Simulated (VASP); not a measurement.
Wanted: the native input for a VASP 6.6.1 run.

- Task: single point
- Functional: PBE
- Dispersion: D3(BJ)
- Potentials or basis: VASP PAW PBE potentials, release 64 (Ti_sv, H)
- Cutoff: 520 eV
- k mesh: 3 × 2 × 4
- Occupations: gaussian, width 0.05 eV
- Spin: no spin polarisation
- Dipole correction: no
- Further INCAR settings: ALGO = Normal; EDIFF = 1e-06; NBANDS = 84

The structure of Ti12H (a cell with a defect) lies in POSCAR:

```
Ti12H
1.0
    5.9000000000      0.0000000000      0.0000000000
   -4.4250000000      7.6643250000      0.0000000000
    0.0000000000      0.0000000000      4.6846000000
Ti H
12 1
Direct
    0.0012984247      0.0020363176      0.0002185886
    0.1641681117      0.2184356744      0.5002158135
    0.0105366527      0.3285229945      0.0002175212
    0.1752892359      0.5601619190      0.5002198694
    0.0077446079      0.6779424150      0.0002175212
    0.1663411636      0.8912246023      0.5002134654
    0.4978049508     -0.0016510260      0.0002049268
    0.6633650107      0.2149384323      0.5002008709
    0.4836973380      0.3271736259      0.0002149597
    0.6603769316      0.5581122930      0.5002115442
    0.5026176888      0.6699261840      0.0002151731
    0.6675799006      0.8889955736      0.5002160270
    0.8325399524      0.4438496541      0.5002192290
```

One way to write it, as run:

INCAR

```
PREC = Accurate ; ENCUT = 520
EDIFF = 1E-6 ; ISMEAR = 0
SIGMA = 0.05 ; LREAL = False
LASPH = True ; NELM = 100
ALGO = Normal ; ISIF = 2
LWAVE = False ; LCHARG = False
GGA = PE ; IVDW = 12
NBANDS = 84
```

KPOINTS

```
regular mesh
0
Gamma
  3 2 4
```

Potentials or basis: VASP PAW PBE potentials, release 64 (Ti_sv, H).

Command:

```bash
$ cat potpaw_PBE.64/Ti_sv/POTCAR potpaw_PBE.64/H/POTCAR > POTCAR
$ mpirun -np 1 vasp_std > vasp.out
```

Results of the run:

The pressure is -5.4 GPa, the largest force is 0.052 eV/Å and the band gap on the k mesh is zero (an odd number of electrons rules out a gap without spin polarisation). The dispersion energy per atom is -0.560 eV.

Caveat: the k points lie up to 0.41 Å⁻¹ apart, too coarse for converged energies and pressures of a metal.

Wall time 12 min on 1 thread of Oxide Virtual Turin-like Processor, with other jobs on the host, peak memory 0.41 GiB.
